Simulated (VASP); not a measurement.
# Si8O15 (a cell with a defect) in VASP: further runs

Runs on Si8O15 (a cell with a defect). Level: PBE+D3(BJ). Tasks: single point.

The COD entry that gives the cell may itself be a prediction, so a difference from it is no test against experiment.

Everything below comes from runs of VASP 6.6.1. Logs are shortened: lines on timing, memory, paths and dates and some standing lists are left out, and cuts for length are marked.

### Step 1. The cell of the first run

The cell holds a defect, 23 atoms: a = 5.974 Å, b = 5.974 Å, c = 5.379 Å, α = 90.00°, β = 90.00°, γ = 90.00°.

### Step 2. Single point, PBE+D3(BJ)

File INCAR:

```
SYSTEM = Si8O15
PREC = Accurate
ENCUT = 520
EDIFF = 1E-6
ISMEAR = -1
SIGMA = 0.05
LREAL = Auto
LASPH = .True.
NELM = 60
ALGO = Normal
ISIF = 2
LWAVE = .False.
LCHARG = .True.
GGA = PE
IVDW = 12
LELF = .True.
LVHAR = .True.
NBANDS = 78
```

File KPOINTS:

```
Automatic mesh
0
Gamma
  2 2 2
  0 0 0
```

File POSCAR:

```
Si8O15
1.0
   -4.2244000000     -4.2244000000      0.0000000000
    4.2244000000     -4.2244000000      0.0000000000
    0.0000000000      0.0000000000      5.3792000000
Si O
8 15
Direct
    0.4980151027      0.5000000000      0.0000000000
    0.0008173942      0.5000000000      0.2507832020
    0.4990230565      0.5000000000      0.5000000000
    0.0008173942      0.5000000000      0.7492167980
   -0.0003467948      0.0000000000      0.0000000000
    0.4937446738      0.0000000000      0.2589898126
   -0.0038315500      0.0000000000      0.5000000000
    0.4937446738      0.0000000000      0.7410101874
    0.1930520311      0.5000000000      0.0000000000
    0.0056258877      0.1932589243      0.2520015988
    0.8067716125      0.5000000000      0.0000000000
    0.0056258877      0.8067410757      0.2520015988
    0.1931509800      0.5000000000      0.5000000000
    0.0056258877      0.1932589243      0.7479984012
    0.8068296089      0.5000000000      0.5000000000
    0.0056258877      0.8067410757      0.7479984012
    0.6922197235      0.0000000000      0.0000000000
    0.4981303854      0.6930785437      0.2518768590
    0.3039754758      0.0000000000      0.0000000000
    0.4981303854      0.3069214563      0.2518768590
    0.4981303854      0.6930785437      0.7481231410
    0.7000918474      0.0000000000      0.5000000000
    0.4981303854      0.3069214563      0.7481231410
```

Potentials or basis: VASP PAW PBE potentials, release 64 (Si, O).

On the command line:

```console
> cat potpaw_PBE.64/Si/POTCAR potpaw_PBE.64/O/POTCAR > POTCAR
> mpirun -np 1 vasp_std > vasp.out
```

OUTCAR:

```text
SYSTEM = Si8O15
   PREC = Accurate
   ENCUT = 520
   EDIFF = 1E-6
   ISMEAR = -1
   LREAL = Auto
   LASPH = .True.
   NELM = 60
   ISIF = 2
   GGA = PE
   IVDW = 12
 IVDW          = 12

 ion  position               nearest neighbor table
   1  0.498  0.500  0.000-  18 1.78  20 1.78  21 1.78  23 1.78   9 1.82  11 1.84   3 2.69   3 2.69

   2  0.001  0.500  0.251-  13 1.77   9 1.77  15 1.77  11 1.78  10 1.83  12 1.83   4 2.68   4 2.70

   3  0.499  0.500  0.500-  18 1.76  20 1.76  21 1.76  23 1.76  13 1.83  15 1.84   1 2.69   1 2.69

   4  0.001  0.500  0.749-  13 1.77   9 1.77  15 1.77  11 1.78  14 1.83  16 1.83   2 2.68   2 2.70

   5  1.000  0.000  0.000-  10 1.78  12 1.78  14 1.78  16 1.78  19 1.82  17 1.84   7 2.69   7 2.69

   6  0.494  0.000  0.259-  22 1.79  19 1.80  17 1.83  20 1.83  18 1.83   8 2.59   8 2.79
   7  0.996  0.000  0.500-  10 1.77  12 1.77  14 1.77  16 1.77  22 1.77   5 2.69   5 2.69
   8  0.494  0.000  0.741-  22 1.79  19 1.80  17 1.83  21 1.83  23 1.83   6 2.59   6 2.79
   9  0.193  0.500  0.000-   2 1.77   4 1.77   1 1.82
  10  0.006  0.193  0.252-   7 1.77   5 1.78   2 1.83
  11  0.807  0.500  0.000-   2 1.78   4 1.78   1 1.84
  12  0.006  0.807  0.252-   7 1.77   5 1.78   2 1.83
  13  0.193  0.500  0.500-   2 1.77   4 1.77   3 1.83
  14  0.006  0.193  0.748-   7 1.77   5 1.78   4 1.83
  15  0.807  0.500  0.500-   2 1.77   4 1.77   3 1.84
  16  0.006  0.807  0.748-   7 1.77   5 1.78   4 1.83
  17  0.692  0.000  0.000-   6 1.83   8 1.83   5 1.84
  18  0.498  0.693  0.252-   3 1.76   1 1.78   6 1.83
  19  0.304  0.000  0.000-   6 1.80   8 1.80   5 1.82
  20  0.498  0.307  0.252-   3 1.76   1 1.78   6 1.83
  21  0.498  0.693  0.748-   3 1.76   1 1.78   8 1.83
  22  0.700  0.000  0.500-   7 1.77   6 1.79   8 1.79
  23  0.498  0.307  0.748-   3 1.76   1 1.78   8 1.83

  LATTYP: Found a simple tetragonal cell.
 ALAT       =     5.9742037729
 C/A-ratio  =     0.9004045065

  Lattice vectors:

 A1 = (  -4.2244000000,  -4.2244000000,   0.0000000000)
 A2 = (   4.2244000000,  -4.2244000000,   0.0000000000)
 A3 = (   0.0000000000,   0.0000000000,   5.3792000000)

Analysis of symmetry for initial positions (statically):
=====================================================================
 Subroutine PRICEL returns:
 Original cell was already a primitive cell.

 Routine SETGRP: Setting up the symmetry group for a
 simple tetragonal supercell.

 Subroutine GETGRP returns: Found  4 space group operations
 (whereof  4 operations were pure point group operations)
 out of a pool of 16 trial point group operations.

The static configuration has the point symmetry C_2v.

Analysis of symmetry for dynamics (positions and initial velocities):
=====================================================================
 Subroutine PRICEL returns:
 Original cell was already a primitive cell.

 Routine SETGRP: Setting up the symmetry group for a
 simple tetragonal supercell.

 Subroutine GETGRP returns: Found  4 space group operations
 (whereof  4 operations were pure point group operations)
 out of a pool of 16 trial point group operations.

The dynamic configuration has the point symmetry C_2v.

 Subroutine INISYM returns: Found  4 space group operations
 (whereof  4 operations are pure point group operations),
 and found     1 'primitive' translations

----------------------------------------------------------------------------------------

                                     Primitive cell

  volume of cell :     191.9896

  direct lattice vectors                    reciprocal lattice vectors
    -4.224400000 -4.224400000  0.000000000    -0.118360004 -0.118360004  0.000000000
     4.224400000 -4.224400000  0.000000000     0.118360004 -0.118360004  0.000000000
     0.000000000  0.000000000  5.379200000     0.000000000  0.000000000  0.185901249

  length of vectors
     5.974203773  5.974203773  5.379200000     0.167386323  0.167386323  0.185901249

  position of ions in fractional coordinates (direct lattice)
     0.498015103  0.500000000  0.000000000
     0.000817394  0.500000000  0.250783202
     0.499023057  0.500000000  0.500000000
     0.000817394  0.500000000  0.749216798
     0.999653205  0.000000000  0.000000000
     0.493744674  0.000000000  0.258989813
[... 15 lines left out ...]
     0.700091847  0.000000000  0.500000000
     0.498130385  0.306921456  0.748123141

  ion indices of the primitive-cell ions
   primitive index   ion index
                 1           1
                 2           2
                 3           3
                 4           4
                 5           5
                 6           6
[... 15 lines left out ...]
                22          22
                23          23

----------------------------------------------------------------------------------------

 KPOINTS: Automatic mesh

Automatic generation of k-mesh.
 Grid dimensions read from file:
 generate k-points for:    2    2    2

 Generating k-lattice:

  Cartesian coordinates                     Fractional coordinates (reciprocal lattice)
    -0.059180002 -0.059180002  0.000000000     0.500000000  0.000000000  0.000000000
     0.059180002 -0.059180002  0.000000000     0.000000000  0.500000000  0.000000000
     0.000000000  0.000000000  0.092950625     0.000000000  0.000000000  0.500000000

  Length of vectors
     0.083693161  0.083693161  0.092950625

  Shift w.r.t. Gamma in fractional coordinates (k-lattice)
     0.000000000  0.000000000  0.000000000

 Subroutine IBZKPT returns following result:
 ===========================================

 Found      8 irreducible k-points:

 Following reciprocal coordinates:
            Coordinates               Weight
  0.000000  0.000000  0.000000      1.000000
  0.500000  0.000000  0.000000      1.000000
  0.000000  0.500000  0.000000      1.000000
  0.500000  0.500000  0.000000      1.000000
  0.000000  0.000000  0.500000      1.000000
  0.500000  0.000000  0.500000      1.000000
  0.000000  0.500000  0.500000      1.000000
  0.500000  0.500000  0.500000      1.000000
   k-points           NKPTS =      8   k-points in BZ     NKDIM =      8   number of bands    NBANDS=     78
   number of dos      NEDOS =    301   number of ions     NIONS =     23
   total plane-waves  NPLWV =  92160
   dimension x,y,z NGX =    48 NGY =   48 NGZ =   40
   dimension x,y,z NGXF=    96 NGYF=   96 NGZF=   80
   ions per type =               8  15
   NGX,Y,Z   is equivalent  to a cutoff of  13.36, 13.36, 12.36 a.u.
   NGXF,Y,Z  is equivalent  to a cutoff of  26.71, 26.71, 24.72 a.u.
 SYSTEM =  Si8O15
   PREC   = accura    normal or accurate (medium, high low for compatibility)
   ISTART =      0    job   : 0-new  1-cont  2-samecut
   ICHARG =      2    charge: 1-file 2-atom 10-const
   ISPIN  =      1    spin polarized calculation?
   LNONCOLLINEAR =      F non collinear calculations
   LSORBIT =      F    spin-orbit coupling
   LASPH  =      T    aspherical Exc in radial PAW
   ENCUT  =  520.0 eV  38.22 Ry    6.18 a.u.  11.11 11.11 10.00*2*pi/ulx,y,z
   NELM   =     60;   NELMIN=  2; NELMDL= -5     # of ELM steps
   EDIFF  = 0.1E-05   stopping-criterion for ELM
   LREAL  =      T    real-space projection
   EDIFFG = 0.1E-04   stopping-criterion for IOM
   NSW    =      0    number of steps for IOM
   IBRION =     -1    ionic relax: 0-MD 1-quasi-New 2-CG
   NFREE  =      0    steps in history (QN), initial steepest desc. (CG)
   ISIF   =      2    stress and relaxation
   ISYM   =      2    0-nonsym 1-usesym 2-fastsym
   POTIM  = 0.5000    time-step for ionic-motion
   TEBEG  =    0.0;   TEEND  =   0.0 temperature during run
   PSTRESS=    0.0 pullay stress
   NELECT =     122.0000    total number of electrons
   NUPDOWN=      -1.0000    fix difference up-down
   EMIN   =  10.00;   EMAX   =-10.00  energy-range for DOS
   EFERMI =   0.00;   METHOD = LEGACY
   ISMEAR =    -1;   SIGMA  =   0.05  broadening in eV -4-tet -1-fermi 0-gaus
   EFERMI_NEDOS =   21; number of points for ismear=-14 and -15
   IALGO  =     38    algorithm
   IMIX   =      4    mixing-type and parameters
     AMIX     =   0.40;   BMIX     =  1.00
     AMIX_MAG =   1.60;   BMIX_MAG =  1.00
  volume/ion in A,a.u.               =       8.35        56.33
  Fermi-wavevector in a.u.,A,eV,Ry     =   1.407458  2.659710 26.952308  1.980939
  Thomas-Fermi vector in A             =   2.529715
   LORBIT       =      0    0 simple, 1 ext, 2 COOP (PROOUT), +10 PAW based schemes
   GGA     = PE    functional components
   LHFCALC =     F    Hartree Fock is set to
   AEXX    =    0.0000 exact exchange contribution
   IVDW    =    12    specifies the selected vdW correction
   LEPSILON=     F    determine dielectric tensor
   LRPA    =     F    only Hartree local field effects (RPA)
 non-spin polarized calculation
  energy-cutoff  :      520.00
  volume of cell :      191.99
 maximum number of plane-waves:      5232
 NGX is ok and might be reduce to    48
   NGX = 23   NGY = 23   NGZ = 21

 number of electron     121.9999973 magnetization

 Free energy of the ion-electron system (eV)
  ---------------------------------------------------
  ext. energy  EPLUGINS =         0.00000000
  ---------------------------------------------------
  free energy    TOTEN  =      -173.96614907 eV

  energy without entropy =     -173.96614907  energy(sigma->0) =     -173.96614907

 E-fermi :  10.1065     XC(G=0): -11.9348

 val. band max:        8.9294236805   @ k =   0.5000   0.5000   0.5000
 cond. band min:      11.7608398511   @ k =   0.0000   0.0000   0.5000
 fundamental gap:      2.8314161707
 Fermi energy:        10.1064907726

 k-point     1 :       0.0000    0.0000    0.0000
  band No.  band energies     occupation
      1     -14.6393      2.00000
      2     -13.1463      2.00000
      3     -12.7388      2.00000
      4     -12.2379      2.00000
      5     -12.1416      2.00000
      6     -11.9307      2.00000
[... 65 lines left out ...]
     72      16.4419      0.00000
     73      16.9353      0.00000

 k-point     2 :       0.5000    0.0000    0.0000
  band No.  band energies     occupation
      1     -14.2007      2.00000
      2     -13.9130      2.00000
      3     -12.5235      2.00000
      4     -12.1292      2.00000
      5     -12.0785      2.00000
      6     -12.0450      2.00000
[... 65 lines left out ...]
     72      16.7553      0.00000
     73      16.9568      0.00000

 k-point     3 :       0.0000    0.5000    0.0000
  band No.  band energies     occupation
      1     -14.2272      2.00000
      2     -13.8036      2.00000
      3     -12.5725      2.00000
      4     -12.3082      2.00000
      5     -12.1081      2.00000
      6     -12.0491      2.00000
[... 369 lines left out ...]
     72      17.1118      0.00000
     73      17.8648      0.00000

 k-point     8 :       0.5000    0.5000    0.5000
  band No.  band energies     occupation
      1     -13.0352      2.00000
      2     -13.0206      2.00000
      3     -12.9916      2.00000
      4     -12.9739      2.00000
      5     -12.9459      2.00000
      6     -12.9304      2.00000
[... 65 lines left out ...]
     72      17.6082      0.00000
     73      17.7502      0.00000
 [bands above 73 left out]

------------------------ aborting loop because EDIFF is reached ----------------------------------------

 Edisp (eV)   -5.31610

 E8    (eV) :    -1.8423

  FORCE on cell =-STRESS in cart. coord.  units (eV):
  Direction    XX          YY          ZZ          XY          YZ          ZX
  --------------------------------------------------------------------------------------
  -------------------------------------------------------------------------------------
  Total      -4.37245    -4.37245    -8.02339    -1.59994     0.00000     0.00000
  in kB     -36.48865   -36.48865   -66.95623   -13.35168     0.00000     0.00000
  external pressure =      -46.64 kB  Pullay stress =        0.00 kB

 VOLUME and BASIS-vectors are now :
 -----------------------------------------------------------------------------
  energy-cutoff  :      520.00
  volume of cell :      191.99
      direct lattice vectors                 reciprocal lattice vectors
    -4.224400000 -4.224400000  0.000000000    -0.118360004 -0.118360004  0.000000000
     4.224400000 -4.224400000  0.000000000     0.118360004 -0.118360004  0.000000000
     0.000000000  0.000000000  5.379200000     0.000000000  0.000000000  0.185901249

 POSITION                                       TOTAL-FORCE (eV/Angst)
 -----------------------------------------------------------------------------------
      0.00839     -4.21601      0.00000         0.002678      0.002678      0.000000
      2.10875     -2.11565      1.34901        -0.004018     -0.004018     -0.002501
      0.00413     -4.22027      2.68960         0.001587      0.001587      0.000000
      2.10875     -2.11565      4.03019        -0.004018     -0.004018      0.002501
     -4.22294     -4.22294      0.00000        -0.005491     -0.005491      0.000000
     -2.08578     -2.08578      1.39316         0.003703      0.003703      0.021102
[... 15 lines left out ...]
     -2.95747     -2.95747      2.68960        -0.011688     -0.011688      0.000000
     -0.80774     -3.40086      4.02430        -0.012315      0.015676     -0.001270
 -----------------------------------------------------------------------------------
    total drift:                                0.005462      0.005462     -0.000001

  FREE ENERGIE OF THE ION-ELECTRON SYSTEM (eV)
  ---------------------------------------------------
  free  energy   TOTEN  =      -179.2822468022 eV

  energy  without entropy=     -179.2822468021  energy(sigma->0) =     -179.28224680
```

It took 4.7 min on 1 thread of Intel Xeon 8259CL, shared host; peak memory 0.32 GiB.

Results:

```
Free energy                : -179.2822 eV
Pressure                   : -4.7 GPa
Largest force              : 0.026 eV/Å
Band gap on the k mesh     : 2.83 eV
Dispersion energy per atom : -0.231 eV
```

Forces on the atoms (eV/Å):
```
Si   0.003  0.003  0.000
Si  -0.004 -0.004 -0.003
Si   0.002  0.002  0.000
Si  -0.004 -0.004  0.003
Si  -0.005 -0.005  0.000
Si   0.004  0.004  0.021
Si  -0.003 -0.003  0.000
Si   0.004  0.004 -0.021
O   -0.012 -0.012  0.000
O    0.016 -0.017  0.001
O    0.017  0.017  0.000
O   -0.017  0.016  0.001
O   -0.015 -0.015  0.000
O    0.016 -0.017 -0.001
O    0.019  0.019  0.000
O   -0.017  0.016 -0.001
O   -0.008 -0.008  0.000
O    0.016 -0.012  0.001
O    0.010  0.010  0.000
O   -0.012  0.016  0.001
O    0.016 -0.012 -0.001
O   -0.012 -0.012  0.000
O   -0.012  0.016 -0.001
```

Levels at points of the mesh, in eV from the valence-band top:
```tsv
k point	band 59	band 60	band 61	band 62	band 63	band 64
(0.00, 0.00, 0.00)	-2.41	-1.58	-1.10	3.62	4.28	4.28
(0.50, 0.00, 0.00)	-2.38	-2.19	-0.76	3.04	4.29	5.05
(0.00, 0.50, 0.00)	-2.56	-2.38	-0.33	3.83	4.54	5.10
(0.50, 0.50, 0.00)	-2.63	-2.40	-0.48	3.42	5.06	5.33
(0.00, 0.00, 0.50)	-2.37	-2.15	-0.27	2.83	3.92	5.85
(0.50, 0.00, 0.50)	-2.33	-2.24	-0.38	2.87	3.73	6.01
(0.00, 0.50, 0.50)	-2.39	-2.20	-0.07	3.61	4.17	5.94
(0.50, 0.50, 0.50)	-2.73	-2.62	0.00	3.56	3.81	6.68
```

Caveat: the k points lie up to 0.58 Å⁻¹ apart.

(Part 1 of 2 ends here.)
